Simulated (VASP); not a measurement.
# SiC (NiAs type) (P6_3/mmc) in VASP: relaxation of cell and atoms with PBE

Aim: the relaxation of cell and atoms of SiC (NiAs type) with PBE.

Everything below comes from runs of VASP 6.6.1. Logs are shortened: lines on timing, memory, paths and dates and some standing lists are left out, and cuts for length are marked.

### 1 The cell of the first run

Symmetry: P6_3/mmc, No. 194, hexagonal system. Conventional cell: a = 2.850 Å, b = 2.850 Å, c = 4.418 Å, α = 90.00°, β = 90.00°, γ = 120.00°. Within 2.6 Å of Si (site symmetry -3m) lie 6 C at 1.98 Å and 2 Si at 2.21 Å. C (site symmetry -6m2) has 6 Si at 1.98 Å within 2.6 Å.

### 2 Relaxation of cell and atoms, PBE, target pressure 21 GPa, at which the enthalpy is minimised

INCAR reads:

```
PREC     = Accurate       # precision mode
ENCUT    = 600            # plane-wave cutoff, eV
EDIFF    = 1E-7           # SCF threshold, eV
ISMEAR   = -1             # smearing method
SIGMA    = 0.1            # smearing width, eV
LREAL    = False          # projectors in reciprocal space
LASPH    = True           # aspherical terms in the spheres
NELM     = 80             # most SCF steps
ALGO     = Normal         # electronic algorithm
ISIF     = 3              # what is computed and relaxed
LWAVE    = False          # write WAVECAR
LCHARG   = False          # write CHGCAR
GGA      = PE             # functional
IBRION   = 2              # ionic algorithm
NSW      = 60             # ionic steps
EDIFFG   = -0.005         # ionic threshold
PSTRESS  = 210.0
```

KPOINTS reads:

```
regular mesh
0
Gamma
  12 12 7
```

POSCAR reads:

```
SiC
1.0
    2.8503216624      0.0000000000      0.0000000000
   -1.4251608312      2.4684509686      0.0000000000
    0.0000000000      0.0000000000      4.4179985767
Si C
2 2
Direct
    0.0000000000      0.0000000000      0.0000000000
    0.0000000000      0.0000000000      0.5000000000
    0.3333333333      0.6666666667      0.2500000000
    0.6666666667      0.3333333333      0.7500000000
```

Potentials or basis: VASP PAW PBE potentials, release 64 (Si, C).

Started as:

```console
> cat potpaw_PBE.64/Si/POTCAR potpaw_PBE.64/C/POTCAR > POTCAR
> mpirun -np 1 vasp_std > vasp.out
```

OUTCAR:

```text
PREC = Accurate
   ENCUT = 600
   EDIFF = 1E-7
   ISMEAR = -1
   LREAL = False
   LASPH = True
   NELM = 80
   ISIF = 3
   GGA = PE
   IBRION = 2
   NSW = 60
   EDIFFG = -0.005
   PSTRESS = 210.0

 ion  position               nearest neighbor table
   1  0.000  0.000  0.000-   3 1.98   4 1.98   4 1.98   3 1.98   4 1.98   3 1.98   2 2.21   2 2.21

   2  0.000  0.000  0.500-   3 1.98   4 1.98   4 1.98   3 1.98   4 1.98   3 1.98   1 2.21   1 2.21

   3  0.333  0.667  0.250-   1 1.98   2 1.98   1 1.98   2 1.98   1 1.98   2 1.98
   4  0.667  0.333  0.750-   1 1.98   2 1.98   1 1.98   2 1.98   1 1.98   2 1.98

  LATTYP: Found a hexagonal cell.
 ALAT       =     2.8503216624
 C/A-ratio  =     1.5500000000

  Lattice vectors:

 A1 = (   2.8503216624,   0.0000000000,   0.0000000000)
 A2 = (  -1.4251608312,   2.4684509686,   0.0000000000)
 A3 = (   0.0000000000,   0.0000000000,   4.4179985767)

Analysis of symmetry for initial positions (statically):
=====================================================================
 Subroutine PRICEL returns:
 Original cell was already a primitive cell.

 Routine SETGRP: Setting up the symmetry group for a
 hexagonal supercell.

 Subroutine GETGRP returns: Found 24 space group operations
 (whereof 12 operations were pure point group operations)
 out of a pool of 24 trial point group operations.

The static configuration has the point symmetry D_3d.
 The point group associated with its full space group is D_6h.

Analysis of symmetry for dynamics (positions and initial velocities):
=====================================================================
 Subroutine PRICEL returns:
 Original cell was already a primitive cell.

 Routine SETGRP: Setting up the symmetry group for a
 hexagonal supercell.

 Subroutine GETGRP returns: Found 24 space group operations
 (whereof 12 operations were pure point group operations)
 out of a pool of 24 trial point group operations.

The dynamic configuration has the point symmetry D_3d.
 The point group associated with its full space group is D_6h.

 Subroutine INISYM returns: Found 24 space group operations
 (whereof 12 operations are pure point group operations),
 and found     1 'primitive' translations

----------------------------------------------------------------------------------------

                                     Primitive cell

  volume of cell :      31.0845

  direct lattice vectors                    reciprocal lattice vectors
     2.850321662  0.000000000  0.000000000     0.350837596  0.202556181  0.000000000
    -1.425160831  2.468450969  0.000000000     0.000000000  0.405112361  0.000000000
     0.000000000  0.000000000  4.417998577     0.000000000  0.000000000  0.226346836

  length of vectors
     2.850321662  2.850321662  4.417998577     0.405112361  0.405112361  0.226346836

  position of ions in fractional coordinates (direct lattice)
     0.000000000  0.000000000  0.000000000
     0.000000000  0.000000000  0.500000000
     0.333333333  0.666666667  0.250000000
     0.666666667  0.333333333  0.750000000

  ion indices of the primitive-cell ions
   primitive index   ion index
                 1           1
                 2           2
                 3           3
                 4           4

----------------------------------------------------------------------------------------

 KPOINTS: regular mesh

Automatic generation of k-mesh.
 Grid dimensions read from file:
 generate k-points for:   12   12    7

 Generating k-lattice:

  Cartesian coordinates                     Fractional coordinates (reciprocal lattice)
     0.029236466  0.016879682  0.000000000     0.083333333 -0.000000000  0.000000000
     0.000000000  0.033759363  0.000000000     0.000000000  0.083333333  0.000000000
     0.000000000  0.000000000  0.032335262     0.000000000  0.000000000  0.142857143

  Length of vectors
     0.033759363  0.033759363  0.032335262

  Shift w.r.t. Gamma in fractional coordinates (k-lattice)
     0.000000000  0.000000000  0.000000000

 Subroutine IBZKPT returns following result:
 ===========================================

 Found     76 irreducible k-points:

 Following reciprocal coordinates:
            Coordinates               Weight
  0.000000  0.000000  0.000000      1.000000
  0.083333 -0.000000  0.000000      6.000000
  0.166667 -0.000000  0.000000      6.000000
  0.250000 -0.000000  0.000000      6.000000
  0.333333  0.000000  0.000000      6.000000
  0.416667 -0.000000  0.000000      6.000000
[... 16 lines left out ...]
  0.250000 -0.000000  0.142857     12.000000
  0.333333  0.000000  0.142857     12.000000
 [... further k-points ...]
   k-points           NKPTS =     76   k-points in BZ     NKDIM =     76   number of bands    NBANDS=     12
   number of dos      NEDOS =    301   number of ions     NIONS =      4
   total plane-waves  NPLWV =  20736
   dimension x,y,z NGX =    24 NGY =   24 NGZ =   36
   dimension x,y,z NGXF=    48 NGYF=   48 NGZF=   72
   ions per type =               2   2
   NGX,Y,Z   is equivalent  to a cutoff of  14.00, 14.00, 13.55 a.u.
   NGXF,Y,Z  is equivalent  to a cutoff of  28.00, 28.00, 27.09 a.u.
 SYSTEM =  unknown system
   PREC   = accura    normal or accurate (medium, high low for compatibility)
   ISTART =      0    job   : 0-new  1-cont  2-samecut
   ICHARG =      2    charge: 1-file 2-atom 10-const
   ISPIN  =      1    spin polarized calculation?
   LNONCOLLINEAR =      F non collinear calculations
   LSORBIT =      F    spin-orbit coupling
   LASPH  =      T    aspherical Exc in radial PAW
   ENCUT  =  600.0 eV  44.10 Ry    6.64 a.u.   5.69  5.69  8.82*2*pi/ulx,y,z
   NELM   =     80;   NELMIN=  2; NELMDL= -5     # of ELM steps
   EDIFF  = 0.1E-06   stopping-criterion for ELM
   LREAL  =      F    real-space projection
   EDIFFG = -.5E-02   stopping-criterion for IOM
   NSW    =     60    number of steps for IOM
   IBRION =      2    ionic relax: 0-MD 1-quasi-New 2-CG
   NFREE  =      1    steps in history (QN), initial steepest desc. (CG)
   ISIF   =      3    stress and relaxation
   ISYM   =      2    0-nonsym 1-usesym 2-fastsym
   POTIM  = 0.5000    time-step for ionic-motion
   TEBEG  =    0.0;   TEEND  =   0.0 temperature during run
   PSTRESS=  210.0 pullay stress
   NELECT =      16.0000    total number of electrons
   NUPDOWN=      -1.0000    fix difference up-down
   EMIN   =  10.00;   EMAX   =-10.00  energy-range for DOS
   EFERMI =   0.00;   METHOD = LEGACY
   ISMEAR =    -1;   SIGMA  =   0.10  broadening in eV -4-tet -1-fermi 0-gaus
   EFERMI_NEDOS =   21; number of points for ismear=-14 and -15
   IALGO  =     38    algorithm
   IMIX   =      4    mixing-type and parameters
     AMIX     =   0.40;   BMIX     =  1.00
     AMIX_MAG =   1.60;   BMIX_MAG =  1.00
  volume/ion in A,a.u.               =       7.77        52.44
  Fermi-wavevector in a.u.,A,eV,Ry     =   1.311999  2.479319 23.420272  1.721341
  Thomas-Fermi vector in A             =   2.442422
   LORBIT       =      0    0 simple, 1 ext, 2 COOP (PROOUT), +10 PAW based schemes
   GGA     = PE    functional components
   LHFCALC =     F    Hartree Fock is set to
   AEXX    =    0.0000 exact exchange contribution
   IVDW    =     0    specifies the selected vdW correction
   LEPSILON=     F    determine dielectric tensor
   LRPA    =     F    only Hartree local field effects (RPA)
 conjugate gradient relaxation of ions
 non-spin polarized calculation
  energy-cutoff  :      600.00
  volume of cell :       31.08
 maximum number of plane-waves:      1085
 NGX is ok and might be reduce to    24
   NGX = 11   NGY = 11   NGZ = 17

--------------------------------------- Ionic step        1  -------------------------------------------

 number of electron      15.9999999 magnetization

 Free energy of the ion-electron system (eV)
  ---------------------------------------------------
  ext. energy  EPLUGINS =         0.00000000
  ---------------------------------------------------
  free energy    TOTEN  =       -26.47577494 eV

  energy without entropy =      -26.47096555  energy(sigma->0) =      -26.47337024

------------------------ aborting loop because EDIFF is reached ----------------------------------------

  FORCE on cell =-STRESS in cart. coord.  units (eV):
  Direction    XX          YY          ZZ          XY          YZ          ZX
  --------------------------------------------------------------------------------------
  -------------------------------------------------------------------------------------
  Total        1.6246851      1.6246851     14.4435583      0.0000000      0.0000000      0.0000000
  in kB       83.7405526     83.7405526    744.4590789      0.0000000      0.0000000      0.0000000
  external PRESSURE =      93.9800613 kB  Pullay stress =     210.0000000 kB
[... 305 lines left out ...]
  enthalpy is  TOTEN    =       -22.7043676044 eV   P V=        4.1339179011

--------------------------------------- Ionic step        9  -------------------------------------------

 number of electron      15.9999998 magnetization

 Free energy of the ion-electron system (eV)
  ---------------------------------------------------
  ext. energy  EPLUGINS =         0.00000000
  ---------------------------------------------------
  free energy    TOTEN  =       -26.83749059 eV

  energy without entropy =      -26.82671942  energy(sigma->0) =      -26.83210501

 E-fermi :  12.9629     XC(G=0): -12.8843

 val. band max:       12.9463242156   @ k =   0.0833  -0.0000   0.0000
 cond. band min:      12.9757087102   @ k =   0.1667  -0.0000   0.0000
 fundamental gap:      0.0293844946
 Fermi energy:        12.9629383748

 k-point     1 :       0.0000    0.0000    0.0000
  band No.  band energies     occupation
      1      -5.9890      2.00000
      2      -0.8541      2.00000
      3       1.0484      2.00000
      4      12.1088      1.99961
      5      12.1088      1.99961
      6      12.7853      1.71057
      7      12.7853      1.71057
      8      13.0176      0.73341
      9      18.6228      0.00000
     10      19.3330      0.00000
     11      21.3061      0.00000
     12      21.5241      0.00000
[... 331 lines left out ...]
 k-point    24 :       0.3333    0.0000    0.1429
  band No.  band energies     occupation
      1      -3.3986      2.00000
      2       0.4019      2.00000
      3       3.7809      2.00000
      4       4.8663      2.00000
      5       7.2032      2.00000
      6       9.3808      2.00000
      7      10.6207      2.00000
      8      12.0381      1.99981
      9      15.9475      0.00000
     10      16.3660      0.00000
     11      19.5641      0.00000
     12      19.7358      0.00000

 [... further k-points ...]

------------------------ aborting loop because EDIFF is reached ----------------------------------------

  FORCE on cell =-STRESS in cart. coord.  units (eV):
  Direction    XX          YY          ZZ          XY          YZ          ZX
  --------------------------------------------------------------------------------------
  -------------------------------------------------------------------------------------
  Total        4.1342605      4.1342605      4.1360273      0.0000000      0.0000000     -0.0000000
  in kB      210.0583859    210.0583859    210.1481553      0.0000000      0.0000000     -0.0000000
  external PRESSURE =       0.0883091 kB  Pullay stress =     210.0000000 kB
[... 19 lines left out ...]
  FREE ENERGIE OF THE ION-ELECTRON SYSTEM (eV)
  ---------------------------------------------------
  free  energy   TOTEN  =       -26.8374905907 eV

  energy  without entropy=      -26.8267194208  energy(sigma->0) =      -26.83210501

  enthalpy is  TOTEN    =       -22.7043791996 eV   P V=        4.1331113911

 reached required accuracy - stopping structural energy minimisation
```

Wall time 3.7 min (1 thread of Intel Xeon 8259CL, shared host); peak memory 0.18 GiB.

Results:

```
Free energy                                                : -26.8375 eV
Relaxed volume                                             : 7.88 Å³/atom
Relaxed cell                                               : a = 2.798 Å, b = 2.798 Å, c = 4.652 Å, α = 90.00°, β = 90.00°, γ = 120.00°
Space group after relaxing (to 0.1 Å)                      : P6_3/mmc (No. 194)
Energy change on relaxing (the run minimises the enthalpy) : -90.4 meV/atom
Ionic steps                                                : 9
Pressure after relaxing                                    : 21.0 GPa
Band gap on the k mesh                                     : zero (bands 8 and 9 overlap by 1.09 eV)
```

The path:
```tsv
step	energy change (eV)	largest force (eV/Å)	pressure (GPa)	volume (Å³)
1	0.0000	0.0000	30.40	31.08
2	-0.1267	0.0000	7.60	32.94
3	-0.4142	0.0000	16.47	31.98
4	-0.4104	0.0000	16.86	31.95
5	-0.4082	0.0000	17.06	31.93
6	-0.3060	0.0000	25.09	31.15
7	-0.3606	0.0000	21.11	31.52
8	-0.3625	0.0000	20.93	31.54
9	-0.3617	0.0000	21.01	31.53
```

Final structure:
```yaml
crystal:
  lattice:
    - [2.79764, 0.00000, 0.00000]
    - [-1.39882, 2.42283, 0.00000]
    - [0.00000, 0.00000, 4.65214]
  atoms:
    - { symbol: Si, position: [0.00000, 0.00000, 0.00000] }
    - { symbol: Si, position: [0.00000, 0.00000, 0.50000] }
    - { symbol: C, position: [0.33333, 0.66667, 0.25000] }
    - { symbol: C, position: [0.66667, 0.33333, 0.75000] }
```

Caveat: the cell is relaxed towards a set pressure, so the run minimises the enthalpy, not the energy.
